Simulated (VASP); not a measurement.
# Ca in VASP: further runs, part 2 of 2

VASP 6.6.1.

### Step 3. Single point, PBE

This run uses another cell than the first one: it holds 4 atoms, not 2.

INCAR

```
SYSTEM = Ca
ALGO = Normal ; EDIFF = 1E-7
ENCUT = 520 ; GGA = PE
ISIF = 2 ; ISMEAR = 0
LASPH = .TRUE. ; LCHARG = .FALSE.
LREAL = .FALSE. ; LWAVE = .FALSE.
NBANDS = 28 ; NELM = 100
PREC = Accurate ; SIGMA = 0.1
```

KPOINTS

```
k-points
0
G
  4 2 4
  0 0 0
```

POSCAR

```
Ca
1.0
    6.6332994980      0.0000000000      0.0000000000
    0.0000000000      6.5625772368      0.0000000000
    0.0000000000      0.0000000000      3.8773877901
Ca
4
Direct
    0.1687030200      0.2500000000      0.5007035823
    0.8312969800      0.7500000000      0.4992964177
    0.3312969800      0.7500000000      0.0007035823
    0.6687030200      0.2500000000      0.9992964177
```

Potentials or basis: VASP PAW PBE potentials, release 64 (Ca_sv).

Command:

```
$ cat potpaw_PBE.64/Ca_sv/POTCAR > POTCAR
$ mpirun -np 1 vasp_std > vasp.out
```

OUTCAR:

```text
SYSTEM = Ca
   EDIFF = 1E-7
   ENCUT = 520
   GGA = PE
   ISIF = 2
   ISMEAR = 0
   LASPH = .TRUE.
   LREAL = .FALSE.
   NELM = 100
   PREC = Accurate

 ion  position               nearest neighbor table
   1  0.169  0.250  0.501-
   2  0.831  0.750  0.499-
   3  0.331  0.750  0.001-
   4  0.669  0.250  0.999-

  LATTYP: Found a simple orthorhombic cell.
 ALAT       =     3.8773877901
 B/A-ratio  =     1.6925253784
 C/A-ratio  =     1.7107650452

  Lattice vectors:

 A1 = (   0.0000000000,   0.0000000000,  -3.8773877901)
 A2 = (   0.0000000000,   6.5625772368,   0.0000000000)
 A3 = (   6.6332994980,   0.0000000000,   0.0000000000)

Analysis of symmetry for initial positions (statically):
=====================================================================
 Subroutine PRICEL returns:
 Original cell was already a primitive cell.

 Routine SETGRP: Setting up the symmetry group for a
 simple orthorhombic supercell.

 Subroutine GETGRP returns: Found  8 space group operations
 (whereof  2 operations were pure point group operations)
 out of a pool of  8 trial point group operations.

The static configuration has the point symmetry S_2 .
 The point group associated with its full space group is D_2h.

Analysis of symmetry for dynamics (positions and initial velocities):
=====================================================================
 Subroutine PRICEL returns:
 Original cell was already a primitive cell.

 Routine SETGRP: Setting up the symmetry group for a
 simple orthorhombic supercell.

 Subroutine GETGRP returns: Found  8 space group operations
 (whereof  2 operations were pure point group operations)
 out of a pool of  8 trial point group operations.

The dynamic configuration has the point symmetry S_2 .
 The point group associated with its full space group is D_2h.

 Subroutine INISYM returns: Found  8 space group operations
 (whereof  2 operations are pure point group operations),
 and found     1 'primitive' translations

----------------------------------------------------------------------------------------

                                     Primitive cell

  volume of cell :     168.7887

  direct lattice vectors                    reciprocal lattice vectors
     6.633299498  0.000000000  0.000000000     0.150754538  0.000000000  0.000000000
     0.000000000  6.562577237  0.000000000     0.000000000  0.152379159  0.000000000
     0.000000000  0.000000000  3.877387790     0.000000000  0.000000000  0.257905594

  length of vectors
     6.633299498  6.562577237  3.877387790     0.150754538  0.152379159  0.257905594

  position of ions in fractional coordinates (direct lattice)
     0.168703020  0.250000000  0.500703582
     0.831296980  0.750000000  0.499296418
     0.331296980  0.750000000  0.000703582
     0.668703020  0.250000000  0.999296418

  ion indices of the primitive-cell ions
   primitive index   ion index
                 1           1
                 2           2
                 3           3
                 4           4

----------------------------------------------------------------------------------------

 KPOINTS: k-points

Automatic generation of k-mesh.
 Grid dimensions read from file:
 generate k-points for:    4    2    4

 Generating k-lattice:

  Cartesian coordinates                     Fractional coordinates (reciprocal lattice)
     0.037688634  0.000000000  0.000000000     0.250000000  0.000000000  0.000000000
     0.000000000  0.076189579  0.000000000     0.000000000  0.500000000  0.000000000
     0.000000000  0.000000000  0.064476398     0.000000000  0.000000000  0.250000000

  Length of vectors
     0.037688634  0.076189579  0.064476398

  Shift w.r.t. Gamma in fractional coordinates (k-lattice)
     0.000000000  0.000000000  0.000000000

 Subroutine IBZKPT returns following result:
 ===========================================

 Found     18 irreducible k-points:

 Following reciprocal coordinates:
            Coordinates               Weight
  0.000000  0.000000  0.000000      1.000000
  0.250000  0.000000  0.000000      2.000000
  0.500000  0.000000  0.000000      1.000000
  0.000000  0.500000  0.000000      1.000000
  0.250000  0.500000  0.000000      2.000000
  0.500000  0.500000  0.000000      1.000000
[... 10 lines left out ...]
  0.250000  0.500000  0.500000      2.000000
  0.500000  0.500000  0.500000      1.000000
   k-points           NKPTS =     18   k-points in BZ     NKDIM =     18   number of bands    NBANDS=     28
   number of dos      NEDOS =    301   number of ions     NIONS =      4
   total plane-waves  NPLWV =  75000
   dimension x,y,z NGX =    50 NGY =   50 NGZ =   30
   dimension x,y,z NGXF=   100 NGYF=  100 NGZF=   60
   ions per type =               4
   NGX,Y,Z   is equivalent  to a cutoff of  12.53, 12.67, 12.86 a.u.
   NGXF,Y,Z  is equivalent  to a cutoff of  25.06, 25.33, 25.73 a.u.
 SYSTEM =  Ca
   PREC   = accura    normal or accurate (medium, high low for compatibility)
   ISTART =      0    job   : 0-new  1-cont  2-samecut
   ICHARG =      2    charge: 1-file 2-atom 10-const
   ISPIN  =      1    spin polarized calculation?
   LNONCOLLINEAR =      F non collinear calculations
   LSORBIT =      F    spin-orbit coupling
   LASPH  =      T    aspherical Exc in radial PAW
   ENCUT  =  520.0 eV  38.22 Ry    6.18 a.u.  12.33 12.20  7.21*2*pi/ulx,y,z
   NELM   =    100;   NELMIN=  2; NELMDL= -5     # of ELM steps
   EDIFF  = 0.1E-06   stopping-criterion for ELM
   LREAL  =      F    real-space projection
   EDIFFG = 0.1E-05   stopping-criterion for IOM
   NSW    =      0    number of steps for IOM
   IBRION =     -1    ionic relax: 0-MD 1-quasi-New 2-CG
   NFREE  =      0    steps in history (QN), initial steepest desc. (CG)
   ISIF   =      2    stress and relaxation
   ISYM   =      2    0-nonsym 1-usesym 2-fastsym
   POTIM  = 0.5000    time-step for ionic-motion
   TEBEG  =    0.0;   TEEND  =   0.0 temperature during run
   PSTRESS=    0.0 pullay stress
   NELECT =      40.0000    total number of electrons
   NUPDOWN=      -1.0000    fix difference up-down
   EMIN   =  10.00;   EMAX   =-10.00  energy-range for DOS
   EFERMI =   0.00;   METHOD = LEGACY
   ISMEAR =     0;   SIGMA  =   0.10  broadening in eV -4-tet -1-fermi 0-gaus
   EFERMI_NEDOS =   21; number of points for ismear=-14 and -15
   IALGO  =     38    algorithm
   IMIX   =      4    mixing-type and parameters
     AMIX     =   0.40;   BMIX     =  1.00
     AMIX_MAG =   1.60;   BMIX_MAG =  1.00
  volume/ion in A,a.u.               =      42.20       284.76
  Fermi-wavevector in a.u.,A,eV,Ry     =   1.013088  1.914458 13.964296  1.026347
  Thomas-Fermi vector in A             =   2.146236
   LORBIT       =      0    0 simple, 1 ext, 2 COOP (PROOUT), +10 PAW based schemes
   GGA     = PE    functional components
   LHFCALC =     F    Hartree Fock is set to
   AEXX    =    0.0000 exact exchange contribution
   IVDW    =     0    specifies the selected vdW correction
   LEPSILON=     F    determine dielectric tensor
   LRPA    =     F    only Hartree local field effects (RPA)
 non-spin polarized calculation
 Gauss-broadening in eV      SIGMA  =   0.10
  energy-cutoff  :      520.00
  volume of cell :      168.79
 maximum number of plane-waves:      4588
 NGX is ok and might be reduce to    50

 number of electron      40.0000002 magnetization

 Free energy of the ion-electron system (eV)
  ---------------------------------------------------
  ext. energy  EPLUGINS =         0.00000000
  ---------------------------------------------------
  free energy    TOTEN  =        -7.67516741 eV

  energy without entropy =       -7.65542238  energy(sigma->0) =       -7.66529490

 E-fermi :   1.9624     XC(G=0):  -7.7366

 val. band max:        1.9534781917   @ k =   0.5000   0.0000   0.2500
 cond. band min:       2.0220309007   @ k =   0.2500   0.0000   0.0000
 fundamental gap:      0.0685527090
 Fermi energy:         1.9624304677

 k-point     1 :       0.0000    0.0000    0.0000
  band No.  band energies     occupation
      1     -40.0591      2.00000
      2     -40.0479      2.00000
      3     -40.0440      2.00000
      4     -40.0402      2.00000
      5     -21.1179      2.00000
      6     -21.0996      2.00000
[... 20 lines left out ...]
     27       4.2544      0.00000
[... 505 lines left out ...]
      6     -21.1188      2.00000
[... 20 lines left out ...]
     27       3.3787      0.00000
     28       3.3787      0.00000

------------------------ aborting loop because EDIFF is reached ----------------------------------------

  FORCE on cell =-STRESS in cart. coord.  units (eV):
  Direction    XX          YY          ZZ          XY          YZ          ZX
  --------------------------------------------------------------------------------------
  -------------------------------------------------------------------------------------
  Total        0.2683288      0.1530604      0.1654888      0.0000000      0.0000000      0.0000000
  in kB        2.5470334      1.4528815      1.5708541      0.0000000      0.0000000      0.0000000
  external PRESSURE =       1.8569230 kB  Pullay stress =       0.0000000 kB

 VOLUME and BASIS-vectors are now :
 -----------------------------------------------------------------------------
  energy-cutoff  :      520.00
  volume of cell :      168.79
      direct lattice vectors                 reciprocal lattice vectors
     6.633299498  0.000000000  0.000000000     0.150754538  0.000000000  0.000000000
     0.000000000  6.562577237  0.000000000     0.000000000  0.152379159  0.000000000
     0.000000000  0.000000000  3.877387790     0.000000000  0.000000000  0.257905594

 POSITION                                       TOTAL-FORCE (eV/Angst)
 -----------------------------------------------------------------------------------
      1.11906      1.64064      1.94142         0.003716      0.000000     -0.002936
      5.51424      4.92193      1.93597        -0.003716      0.000000      0.002936
      2.19759      4.92193      0.00273        -0.003716     -0.000000     -0.002936
      4.43571      1.64064      3.87466         0.003716     -0.000000      0.002936
 -----------------------------------------------------------------------------------
    total drift:                                0.000000     -0.000000     -0.000000

  FREE ENERGIE OF THE ION-ELECTRON SYSTEM (eV)
  ---------------------------------------------------
  free  energy   TOTEN  =        -7.6751674103 eV

  energy  without entropy=       -7.6554223828  energy(sigma->0) =       -7.66529490
```

Wall time 1.9 min (1 thread of Intel Xeon 8259CL, shared host); peak memory 0.28 GiB.

What came out:

| Item | Value |
| --- | --- |
| Free energy | -7.6752 eV |
| Pressure | 0.2 GPa |
| Largest force | 0.005 eV/Å |
| Band gap on the k mesh | zero (bands 20 and 21 overlap by 0.61 eV) |

Forces in eV/Å, atoms in the order of the input:
```
Ca   0.004  0.000 -0.003
Ca  -0.004  0.000  0.003
Ca  -0.004  0.000 -0.003
Ca   0.004  0.000  0.003
```

Stress tensor (GPa, compression positive):
```
0.25 0.00 0.00
0.00 0.15 0.00
0.00 0.00 0.16
```

Levels at points of the mesh, in eV from the Fermi level:
```csv
k point,band 16,band 17,band 18,band 19,band 20,band 21,band 22,band 23,band 24,band 25
"(0.00, 0.00, 0.00)",-22.93,-4.03,-1.14,-1.00,-0.57,-0.33,0.22,0.41,1.41,1.87
"(0.50, 0.00, 0.00)",-22.93,-3.08,-3.08,-0.26,-0.26,-0.16,-0.16,1.24,1.24,1.88
"(0.00, 0.50, 0.00)",-22.95,-3.07,-3.07,-0.62,-0.62,0.18,0.18,1.29,1.29,1.45
"(0.50, 0.50, 0.00)",-22.97,-2.20,-2.20,-2.20,-2.20,1.22,1.22,1.22,1.22,1.69
"(0.00, 0.00, 0.50)",-22.95,-1.49,-1.49,0.28,0.28,0.37,0.37,0.37,0.37,1.71
"(0.50, 0.00, 0.50)",-22.95,-1.03,-1.03,-0.63,-0.63,0.23,0.23,0.42,0.42,1.32
"(0.00, 0.50, 0.50)",-22.96,-0.81,-0.81,-0.81,-0.81,0.67,0.67,0.68,0.68,1.22
"(0.50, 0.50, 0.50)",-22.96,-0.65,-0.65,-0.65,-0.65,0.15,0.15,0.15,0.15,1.42
```

Caveat: the k points lie up to 0.48 Å⁻¹ apart, too coarse for converged energies and pressures of a metal.
